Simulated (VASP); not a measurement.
# Sc (P6_3/mmc) in VASP: further runs, part 2 of 2

VASP 6.6.1. The steps go on from the part before.

## Step 4: Single point, r2SCAN

Input file POSCAR:

```
Sc
1.0
    3.3289198330      0.0000000000      0.0000000000
   -1.6644599165      2.8829291425      0.0000000000
    0.0000000000      0.0000000000      5.2033936219
Sc
2
Direct
    0.3333333333      0.6666666667      0.2500000000
    0.6666666667      0.3333333333      0.7500000000
```

Input file INCAR.step1:

```
PREC = Accurate ; ENCUT = 520
ISMEAR = -1 ; SIGMA = 0.08
LREAL = False ; LASPH = True
NELM = 100 ; NBANDS = 18
GGA = PE ; ALGO = Normal
EDIFF = 1E-4 ; LWAVE = True
LCHARG = False
```

Input file INCAR.step2:

```
PREC = Accurate ; ENCUT = 520
EDIFF = 1E-7 ; ISMEAR = -1
SIGMA = 0.08 ; LREAL = False
LASPH = True ; NELM = 100
ALGO = Normal ; ISIF = 2
LWAVE = False ; LCHARG = False
METAGGA = R2SCAN ; LMIXTAU = True
NBANDS = 18 ; ISTART = 1
```

Input file KPOINTS:

```
regular mesh
0
Gamma
  14 14 8
```

Potentials or basis: VASP PAW PBE potentials, release 64 (Sc_sv).

Run with:

```console
cat potpaw_PBE.64/Sc_sv/POTCAR > POTCAR
cp INCAR.step1 INCAR
mpirun -np 1 vasp_std > vasp.out
cp INCAR.step2 INCAR
mpirun -np 1 vasp_std > vasp.out
```

OUTCAR:

```text
PREC = Accurate
   ENCUT = 520
   EDIFF = 1E-7
   ISMEAR = -1
   LREAL = False
   LASPH = True
   NELM = 100
   ISIF = 2
   METAGGA = R2SCAN
   ISTART = 1

 ion  position               nearest neighbor table
   1  0.333  0.667  0.250-   2 3.23   2 3.23   2 3.23   2 3.23   2 3.23   2 3.23
   2  0.667  0.333  0.750-   1 3.23   1 3.23   1 3.23   1 3.23   1 3.23   1 3.23

  LATTYP: Found a hexagonal cell.
 ALAT       =     3.3289198330
 C/A-ratio  =     1.5630876930

  Lattice vectors:

 A1 = (   3.3289198330,   0.0000000000,   0.0000000000)
 A2 = (  -1.6644599165,   2.8829291425,   0.0000000000)
 A3 = (   0.0000000000,   0.0000000000,   5.2033936219)

Analysis of symmetry for initial positions (statically):
=====================================================================
 Subroutine PRICEL returns:
 Original cell was already a primitive cell.

 Routine SETGRP: Setting up the symmetry group for a
 hexagonal supercell.

 Subroutine GETGRP returns: Found 24 space group operations
 (whereof 12 operations were pure point group operations)
 out of a pool of 24 trial point group operations.

The static configuration has the point symmetry D_3d.
 The point group associated with its full space group is D_6h.

Analysis of symmetry for dynamics (positions and initial velocities):
=====================================================================
 Subroutine PRICEL returns:
 Original cell was already a primitive cell.

 Routine SETGRP: Setting up the symmetry group for a
 hexagonal supercell.

 Subroutine GETGRP returns: Found 24 space group operations
 (whereof 12 operations were pure point group operations)
 out of a pool of 24 trial point group operations.

The dynamic configuration has the point symmetry D_3d.
 The point group associated with its full space group is D_6h.

 Subroutine INISYM returns: Found 24 space group operations
[... 112 lines left out ...]
   ISMEAR =    -1;   SIGMA  =   0.08  broadening in eV -4-tet -1-fermi 0-gaus
   EFERMI_NEDOS =   21; number of points for ismear=-14 and -15
   IALGO  =     38    algorithm
   IMIX   =      4    mixing-type and parameters
     AMIX     =   0.40;   BMIX     =  1.00
     AMIX_MAG =   1.60;   BMIX_MAG =  1.00
  volume/ion in A,a.u.               =      24.97       168.50
  Fermi-wavevector in a.u.,A,eV,Ry     =   1.245684  2.354001 21.112534  1.551728
  Thomas-Fermi vector in A             =   2.379895
   LORBIT       =      0    0 simple, 1 ext, 2 COOP (PROOUT), +10 PAW based schemes
   METAGGA = R2SCAN    functional components
   LHFCALC =     F    Hartree Fock is set to
   AEXX    =    0.0000 exact exchange contribution
   IVDW    =     0    specifies the selected vdW correction
   LEPSILON=     F    determine dielectric tensor
   LRPA    =     F    only Hartree local field effects (RPA)
 non-spin polarized calculation
  energy-cutoff  :      520.00
  volume of cell :       49.94
 maximum number of plane-waves:      1375
 NGX is ok and might be reduce to    28
   NGX = 13   NGY = 13   NGZ = 19

 number of electron      21.9999997 magnetization

 Free energy of the ion-electron system (eV)
  ---------------------------------------------------
  ext. energy  EPLUGINS =         0.00000000
  ---------------------------------------------------
  free energy    TOTEN  =       -22.75271217 eV

  energy without entropy =      -22.67322278  energy(sigma->0) =      -22.71296747

 E-fermi :   3.6427     XC(G=0): -10.5492

 val. band max:        3.6367254160   @ k =   0.1429   0.0714   0.1250
 cond. band min:       3.6463674364   @ k =   0.3571  -0.0000   0.1250
 fundamental gap:      0.0096420204
 Fermi energy:         3.6426771310

 k-point     1 :       0.0000    0.0000    0.0000
  band No.  band energies     occupation
      1     -47.9067      2.00000
      2     -47.8374      2.00000
      3     -25.7651      2.00000
      4     -25.4143      2.00000
      5     -25.4143      2.00000
      6     -25.3501      2.00000
[... 481 lines left out ...]
      5     -25.5654      2.00000
      6     -25.5254      2.00000
[... 10 lines left out ...]
     17       7.5763      0.00000
     18       7.7370      0.00000

 [... further k-points ...]

------------------------ aborting loop because EDIFF is reached ----------------------------------------

  FORCE on cell =-STRESS in cart. coord.  units (eV):
  Direction    XX          YY          ZZ          XY          YZ          ZX
  --------------------------------------------------------------------------------------
  -------------------------------------------------------------------------------------
  Total        0.0559241      0.0559241      0.0589349      0.0000000      0.0000000      0.0000000
  in kB        1.7942606      1.7942606      1.8908585      0.0000000      0.0000000      0.0000000
  external PRESSURE =       1.8264599 kB  Pullay stress =       0.0000000 kB

 VOLUME and BASIS-vectors are now :
 -----------------------------------------------------------------------------
  energy-cutoff  :      520.00
  volume of cell :       49.94
      direct lattice vectors                 reciprocal lattice vectors
     3.328919833  0.000000000  0.000000000     0.300397742  0.173434717  0.000000000
    -1.664459917  2.882929143  0.000000000     0.000000000  0.346869434  0.000000000
     0.000000000  0.000000000  5.203393622     0.000000000  0.000000000  0.192182270

 POSITION                                       TOTAL-FORCE (eV/Angst)
 -----------------------------------------------------------------------------------
     -0.00000      1.92195      1.30085         0.000000     -0.000000      0.000000
      1.66446      0.96098      3.90255        -0.000000      0.000000      0.000000
 -----------------------------------------------------------------------------------
    total drift:                               -0.000000      0.000000     -0.000000

  FREE ENERGIE OF THE ION-ELECTRON SYSTEM (eV)
  ---------------------------------------------------
  free  energy   TOTEN  =       -22.7527121687 eV

  energy  without entropy=      -22.6732227795  energy(sigma->0) =      -22.71296747
```

OSZICAR.step1:

```text
N       E                     dE             d eps       ncg     rms          rms(c)
DAV:   1     0.354686935026E+03    0.35469E+03   -0.10945E+04  4328   0.129E+03
DAV:   2     0.572319891390E+01   -0.34896E+03   -0.34201E+03  5176   0.541E+02
DAV:   3    -0.135726965526E+02   -0.19296E+02   -0.18600E+02  7078   0.153E+02
DAV:   4    -0.139479922307E+02   -0.37530E+00   -0.37357E+00  6630   0.194E+01
DAV:   5    -0.139524237450E+02   -0.44315E-02   -0.44298E-02  7366   0.227E+00    0.751E+00
DAV:   6    -0.127071270223E+02    0.12453E+01   -0.28799E+00  5696   0.186E+01    0.223E+00
DAV:   7    -0.125515917437E+02    0.15554E+00   -0.71245E-01  5856   0.838E+00    0.882E-01
DAV:   8    -0.125418000283E+02    0.97917E-02   -0.32993E-02  5612   0.229E+00    0.262E-01
DAV:   9    -0.125400412307E+02    0.17588E-02   -0.93633E-03  5910   0.101E+00    0.208E-02
DAV:  10    -0.125400567300E+02   -0.15499E-04   -0.95573E-05  3702   0.156E-01
   1 F= -.12540057E+02 E0= -.12497996E+02  d E =-.841215E-01
```

It took 3.8 min on 1 thread of Intel Xeon Platinum 8488C (Sapphire Rapids), shared host; peak memory 0.23 GiB.

Results:

* Free energy: -22.7527 eV
* Pressure: 0.2 GPa
* Band gap on the k mesh: zero (band 11 reaches 4.73 eV, above the bottom of band 12 at 3.17 eV)

Caveat: the PAW data sets were made with another functional, which shifts forces and pressure a little.
